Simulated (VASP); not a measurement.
# MgO (Fm-3m) in VASP: further runs

Runs on MgO. Level: r2SCAN+D3(BJ). Tasks: single point.

Everything below comes from runs of VASP 6.6.1. Logs are shortened: lines on timing, memory, paths and dates and some standing lists are left out, and cuts for length are marked.

### 1 The cell of the first run

Symmetry: Fm-3m, No. 225, cubic system. Conventional cell: a = 4.247 Å, b = 4.247 Å, c = 4.247 Å, α = 90.00°, β = 90.00°, γ = 90.00°. Mg (site symmetry m-3m) has 6 O at 2.12 Å within 2.8 Å. O (site symmetry m-3m) has 6 Mg at 2.12 Å within 2.8 Å.

### 2 Single point, r2SCAN+D3(BJ) (volume scaled by 1.04)

File POSCAR:

```
MgO
1.0
    0.0000000000      2.1232779342      2.1232779342
    2.1232779342      0.0000000000      2.1232779342
    2.1232779342      2.1232779342      0.0000000000
Mg O
1 1
Direct
    0.0000000000      0.0000000000      0.0000000000
    0.5000000000      0.5000000000      0.5000000000
```

File INCAR.step1:

```
SYSTEM = MgO
  PREC = Accurate
  ENCUT = 520
  ISMEAR = 0
  SIGMA = 0.05
  LREAL = .FALSE.
  LASPH = .TRUE.
  NELM = 80
  NBANDS = 11
  GGA = PE
  ALGO = Normal
  EDIFF = 1E-4
  LWAVE = .TRUE.
  LCHARG = .FALSE.
```

File INCAR.step2:

```
SYSTEM = MgO
  PREC = Accurate
  ENCUT = 520
  EDIFF = 1E-7
  ISMEAR = 0
  SIGMA = 0.05
  LREAL = .FALSE.
  LASPH = .TRUE.
  NELM = 80
  ALGO = Normal
  ISIF = 2
  LWAVE = .FALSE.
  LCHARG = .TRUE.
  METAGGA = R2SCAN
  LMIXTAU = .TRUE.
  IVDW = 12
  LELF = .TRUE.
  LVHAR = .TRUE.
  VDW_S6 = 1.0
  VDW_S8 = 0.78981345
  VDW_A1 = 0.49484001
  VDW_A2 = 5.73083694
  NBANDS = 11
  ISTART = 1
```

File KPOINTS:

```
Automatic mesh
0
G
  10 10 10
  0 0 0
```

Potentials or basis: VASP PAW PBE potentials, release 64 (Mg, O).

The run is started by

```bash
$ cat potpaw_PBE.64/Mg/POTCAR potpaw_PBE.64/O/POTCAR > POTCAR
$ cp INCAR.step1 INCAR
$ mpirun -np 1 vasp_std > vasp.out
$ cp INCAR.step2 INCAR
$ mpirun -np 1 vasp_std > vasp.out
```

OUTCAR:

```text
SYSTEM = MgO
   PREC = Accurate
   ENCUT = 520
   EDIFF = 1E-7
   ISMEAR = 0
   LREAL = .FALSE.
   LASPH = .TRUE.
   NELM = 80
   ISIF = 2
   METAGGA = R2SCAN
   IVDW = 12
   ISTART = 1
 IVDW          = 12

 ion  position               nearest neighbor table
   1  0.000  0.000  0.000-   2 2.12   2 2.12   2 2.12   2 2.12   2 2.12   2 2.12
   2  0.500  0.500  0.500-   1 2.12   1 2.12   1 2.12   1 2.12   1 2.12   1 2.12

  LATTYP: Found a face centered cubic cell.
 ALAT       =     4.2465558684

  Lattice vectors:

 A1 = (   0.0000000000,   2.1232779342,   2.1232779342)
 A2 = (   2.1232779342,   0.0000000000,   2.1232779342)
 A3 = (   2.1232779342,   2.1232779342,   0.0000000000)

Analysis of symmetry for initial positions (statically):
=====================================================================
 Subroutine PRICEL returns:
 Original cell was already a primitive cell.

 Routine SETGRP: Setting up the symmetry group for a
 face centered cubic supercell.

 Subroutine GETGRP returns: Found 48 space group operations
 (whereof 48 operations were pure point group operations)
 out of a pool of 48 trial point group operations.

The static configuration has the point symmetry O_h .

Analysis of symmetry for dynamics (positions and initial velocities):
=====================================================================
 Subroutine PRICEL returns:
 Original cell was already a primitive cell.

 Routine SETGRP: Setting up the symmetry group for a
 face centered cubic supercell.

 Subroutine GETGRP returns: Found 48 space group operations
 (whereof 48 operations were pure point group operations)
 out of a pool of 48 trial point group operations.

The dynamic configuration has the point symmetry O_h .

 Subroutine INISYM returns: Found 48 space group operations
 (whereof 48 operations are pure point group operations),
 and found     1 'primitive' translations

----------------------------------------------------------------------------------------

                                     Primitive cell

  volume of cell :      19.1448

  direct lattice vectors                    reciprocal lattice vectors
     0.000000000  2.123277934  2.123277934    -0.235484951  0.235484951  0.235484951
     2.123277934  0.000000000  2.123277934     0.235484951 -0.235484951  0.235484951
     2.123277934  2.123277934  0.000000000     0.235484951  0.235484951 -0.235484951

  length of vectors
     3.002768451  3.002768451  3.002768451     0.407871899  0.407871899  0.407871899

  position of ions in fractional coordinates (direct lattice)
     0.000000000  0.000000000  0.000000000
     0.500000000  0.500000000  0.500000000

  ion indices of the primitive-cell ions
   primitive index   ion index
                 1           1
                 2           2

----------------------------------------------------------------------------------------

 KPOINTS: Automatic mesh

Automatic generation of k-mesh.
 Grid dimensions read from file:
 generate k-points for:   10   10   10

 Generating k-lattice:

  Cartesian coordinates                     Fractional coordinates (reciprocal lattice)
    -0.023548495  0.023548495  0.023548495     0.100000000  0.000000000  0.000000000
     0.023548495 -0.023548495  0.023548495     0.000000000  0.100000000  0.000000000
     0.023548495  0.023548495 -0.023548495     0.000000000  0.000000000  0.100000000

  Length of vectors
     0.040787190  0.040787190  0.040787190

  Shift w.r.t. Gamma in fractional coordinates (k-lattice)
     0.000000000  0.000000000  0.000000000

 Subroutine IBZKPT returns following result:
 ===========================================

 Found     47 irreducible k-points:

 Following reciprocal coordinates:
            Coordinates               Weight
  0.000000  0.000000  0.000000      1.000000
  0.100000  0.000000  0.000000      8.000000
  0.200000  0.000000  0.000000      8.000000
  0.300000  0.000000  0.000000      8.000000
  0.400000  0.000000  0.000000      8.000000
  0.500000  0.000000  0.000000      4.000000
[... 16 lines left out ...]
  0.300000  0.300000  0.000000      6.000000
  0.400000  0.300000  0.000000     24.000000
 [... further k-points ...]
   k-points           NKPTS =     47   k-points in BZ     NKDIM =     47   number of bands    NBANDS=     11
   number of dos      NEDOS =    301   number of ions     NIONS =      2
   total plane-waves  NPLWV =  13824
   dimension x,y,z NGX =    24 NGY =   24 NGZ =   24
   dimension x,y,z NGXF=    48 NGYF=   48 NGZF=   48
   ions per type =               1   1
   NGX,Y,Z   is equivalent  to a cutoff of  13.29, 13.29, 13.29 a.u.
   NGXF,Y,Z  is equivalent  to a cutoff of  26.57, 26.57, 26.57 a.u.
 SYSTEM =  MgO
   PREC   = accura    normal or accurate (medium, high low for compatibility)
   ISTART =      1    job   : 0-new  1-cont  2-samecut
   ICHARG =      0    charge: 1-file 2-atom 10-const
   ISPIN  =      1    spin polarized calculation?
   LNONCOLLINEAR =      F non collinear calculations
   LSORBIT =      F    spin-orbit coupling
   LASPH  =      T    aspherical Exc in radial PAW
   ENCUT  =  520.0 eV  38.22 Ry    6.18 a.u.   5.58  5.58  5.58*2*pi/ulx,y,z
   NELM   =     80;   NELMIN=  2; NELMDL=  0     # of ELM steps
   EDIFF  = 0.1E-06   stopping-criterion for ELM
   LREAL  =      F    real-space projection
   EDIFFG = 0.1E-05   stopping-criterion for IOM
   NSW    =      0    number of steps for IOM
   IBRION =     -1    ionic relax: 0-MD 1-quasi-New 2-CG
   NFREE  =      0    steps in history (QN), initial steepest desc. (CG)
   ISIF   =      2    stress and relaxation
   ISYM   =      2    0-nonsym 1-usesym 2-fastsym
   POTIM  = 0.5000    time-step for ionic-motion
   TEBEG  =    0.0;   TEEND  =   0.0 temperature during run
   PSTRESS=    0.0 pullay stress
   NELECT =       8.0000    total number of electrons
   NUPDOWN=      -1.0000    fix difference up-down
   EMIN   =  10.00;   EMAX   =-10.00  energy-range for DOS
   EFERMI =   0.00;   METHOD = LEGACY
   ISMEAR =     0;   SIGMA  =   0.05  broadening in eV -4-tet -1-fermi 0-gaus
   EFERMI_NEDOS =   21; number of points for ismear=-14 and -15
   IALGO  =     38    algorithm
   IMIX   =      4    mixing-type and parameters
     AMIX     =   0.40;   BMIX     =  1.00
     AMIX_MAG =   1.60;   BMIX_MAG =  1.00
  volume/ion in A,a.u.               =       9.57        64.60
  Fermi-wavevector in a.u.,A,eV,Ry     =   1.223925  2.312882 20.381409  1.497991
  Thomas-Fermi vector in A             =   2.359018
   LORBIT       =      0    0 simple, 1 ext, 2 COOP (PROOUT), +10 PAW based schemes
   METAGGA = R2SCAN    functional components
   LHFCALC =     F    Hartree Fock is set to
   AEXX    =    0.0000 exact exchange contribution
   IVDW    =    12    specifies the selected vdW correction
   LEPSILON=     F    determine dielectric tensor
   LRPA    =     F    only Hartree local field effects (RPA)
 non-spin polarized calculation
 Gauss-broadening in eV      SIGMA  =   0.05
  energy-cutoff  :      520.00
  volume of cell :       19.14
 maximum number of plane-waves:       532
 NGX is ok and might be reduce to    24
   NGX = 11   NGY = 11   NGZ = 11

 number of electron       8.0000004 magnetization

 Free energy of the ion-electron system (eV)
  ---------------------------------------------------
  ext. energy  EPLUGINS =         0.00000000
  ---------------------------------------------------
  free energy    TOTEN  =       -16.14941175 eV

  energy without entropy =      -16.14941175  energy(sigma->0) =      -16.14941175

 E-fermi :   2.8495     XC(G=0): -11.4697

 val. band max:        2.5988426581   @ k =   0.0000   0.0000   0.0000
 cond. band min:       7.9589625421   @ k =   0.0000   0.0000   0.0000
 fundamental gap:      5.3601198840
 Fermi energy:         2.8495072536

 k-point     1 :       0.0000    0.0000    0.0000
  band No.  band energies     occupation
      1     -15.4787      2.00000
      2       2.5988      2.00000
      3       2.5988      2.00000
      4       2.5988      2.00000
      5       7.9590      0.00000
      6      19.2873      0.00000
      7      19.2873      0.00000
      8      19.2873      0.00000
      9      23.3630      0.00000
     10      25.1046      0.00000
     11      25.1046      0.00000

 k-point     2 :       0.1000    0.0000    0.0000
  band No.  band energies     occupation
      1     -15.3793      2.00000
      2       1.9767      2.00000
      3       2.5324      2.00000
      4       2.5324      2.00000
      5       8.5747      0.00000
      6      18.0514      0.00000
      7      19.5305      0.00000
      8      19.5305      0.00000
      9      24.3509      0.00000
     10      24.3509      0.00000
     11      25.0100      0.00000

 k-point     3 :       0.2000    0.0000    0.0000
  band No.  band energies     occupation
      1     -15.1071      2.00000
      2       0.6862      2.00000
      3       2.3636      2.00000
      4       2.3636      2.00000
      5       9.7898      0.00000
      6      16.5339      0.00000
      7      20.0151      0.00000
      8      20.0151      0.00000
      9      23.6457      0.00000
     10      23.6457      0.00000
     11      25.9199      0.00000
[... 267 lines left out ...]
 k-point    23 :       0.3000    0.3000    0.0000
  band No.  band energies     occupation
      1     -14.5546      2.00000
      2      -0.4786      2.00000
      3       1.6703      2.00000
      4       1.6703      2.00000
      5      12.1655      0.00000
      6      13.9178      0.00000
      7      17.9319      0.00000
      8      21.4870      0.00000
      9      21.4870      0.00000
     10      27.8000      0.00000
     11      31.0391      0.00000

 k-point    24 :       0.4000    0.3000    0.0000
  band No.  band energies     occupation
      1     -14.3274      2.00000
      2      -0.8975      2.00000
      3       1.3157      2.00000
      4       1.5233      2.00000
      5      12.9364      0.00000
      6      13.6444      0.00000
      7      17.0998      0.00000
      8      21.7378      0.00000
      9      21.9542      0.00000
     10      28.5709      0.00000
     11      30.5644      0.00000

 [... further k-points ...]

------------------------ aborting loop because EDIFF is reached ----------------------------------------

 Edisp (eV)   -0.27120

 E8    (eV) :    -0.0823

  FORCE on cell =-STRESS in cart. coord.  units (eV):
  Direction    XX          YY          ZZ          XY          YZ          ZX
  --------------------------------------------------------------------------------------
  -------------------------------------------------------------------------------------
  Total      -0.97256    -0.97256    -0.97256    -0.00000     0.00000    -0.00000
  in kB     -81.39139   -81.39139   -81.39139    -0.00000     0.00000    -0.00000
  external pressure =      -81.39 kB  Pullay stress =        0.00 kB

 VOLUME and BASIS-vectors are now :
 -----------------------------------------------------------------------------
  energy-cutoff  :      520.00
  volume of cell :       19.14
      direct lattice vectors                 reciprocal lattice vectors
     0.000000000  2.123277934  2.123277934    -0.235484951  0.235484951  0.235484951
     2.123277934  0.000000000  2.123277934     0.235484951 -0.235484951  0.235484951
     2.123277934  2.123277934  0.000000000     0.235484951  0.235484951 -0.235484951

 POSITION                                       TOTAL-FORCE (eV/Angst)
 -----------------------------------------------------------------------------------
      0.00000      0.00000      0.00000         0.000000      0.000000     -0.000000
      2.12328      2.12328      2.12328        -0.000000     -0.000000      0.000000
 -----------------------------------------------------------------------------------
    total drift:                               -0.000000     -0.000000      0.000000

  FREE ENERGIE OF THE ION-ELECTRON SYSTEM (eV)
  ---------------------------------------------------
  free  energy   TOTEN  =       -16.4206090735 eV

  energy  without entropy=      -16.4206090735  energy(sigma->0) =      -16.42060907
```

It took 92 s on 1 thread of Intel Xeon 8259CL, shared host; peak memory 0.16 GiB.

What came out:

| Quantity | Value |
| --- | --- |
| Free energy | -16.4206 eV |
| Pressure | -8.1 GPa |
| Band gap on the k mesh | 5.36 eV, direct |
| Dispersion energy per atom | -0.136 eV |

Caveat: the cell differs from its parent crystal (volume scaled by 1.04); three body term missing; the PAW data sets were made with another functional, which shifts forces and pressure a little.

### 3 Single point, r2SCAN+D3(BJ)

This run uses another cell than the first one, of 9.73 Å³/atom, 1.017 times its volume.

File POSCAR:

```
MgO
1.0
    0.0000000000      2.1351491430      2.1351491430
    2.1351491430      0.0000000000      2.1351491430
    2.1351491430      2.1351491430      0.0000000000
Mg O
1 1
Direct
    0.0000000000      0.0000000000      0.0000000000
    0.5000000000      0.5000000000      0.5000000000
```

File INCAR.step1:

```
SYSTEM = MgO
ALGO = Normal
EDIFF = 1E-4
ENCUT = 520
GGA = PE
ISMEAR = 0
LASPH = .TRUE.
LCHARG = .FALSE.
LREAL = .FALSE.
LWAVE = .TRUE.
NBANDS = 11
NELM = 80
PREC = Accurate
SIGMA = 0.05
```

File INCAR.step2:

```
SYSTEM = MgO
ALGO = Normal
EDIFF = 1E-6
ENCUT = 520
ISIF = 2
ISMEAR = 0
ISTART = 1
IVDW = 12
LASPH = .TRUE.
LCHARG = .FALSE.
LMIXTAU = .TRUE.
LREAL = .FALSE.
LWAVE = .FALSE.
METAGGA = R2SCAN
NBANDS = 11
NELM = 80
PREC = Accurate
SIGMA = 0.05
VDW_A1 = 0.49484001
VDW_A2 = 5.73083694
VDW_S6 = 1.0
VDW_S8 = 0.78981345
```

File KPOINTS:

```
k-points
0
G
  10 10 10
  0 0 0
```

Potentials or basis: VASP PAW PBE potentials, release 64 (Mg, O).

The run is started by

```bash
$ cat potpaw_PBE.64/Mg/POTCAR potpaw_PBE.64/O/POTCAR > POTCAR
$ cp INCAR.step1 INCAR
$ mpirun -np 1 vasp_std > vasp.out
$ cp INCAR.step2 INCAR
$ mpirun -np 1 vasp_std > vasp.out
```

It took 67 s on 1 thread of Intel Xeon 8259CL, shared host; peak memory 0.16 GiB.

Results (log left out):

* Free energy: -16.4023 eV
* Pressure: -10.4 GPa
* Band gap on the k mesh: 5.20 eV, direct
* Dispersion energy per atom: -0.133 eV

Levels at points of the mesh, in eV from the valence-band top:
```csv
k point,band 2,band 3,band 4,band 5,band 6,band 7
"(0.00, 0.00, 0.00)",0.00,0.00,0.00,5.20,16.59,16.59
"(0.50, 0.00, 0.00)",-4.43,-0.63,-0.63,8.53,13.32,16.99
"(0.50, 0.50, 0.00)",-3.93,-1.32,-1.32,9.97,10.60,13.83
```

Caveat: three body term missing; the PAW data sets were made with another functional, which shifts forces and pressure a little. r2SCAN opens gaps a little over a GGA but as a rule still falls short of measured ones.
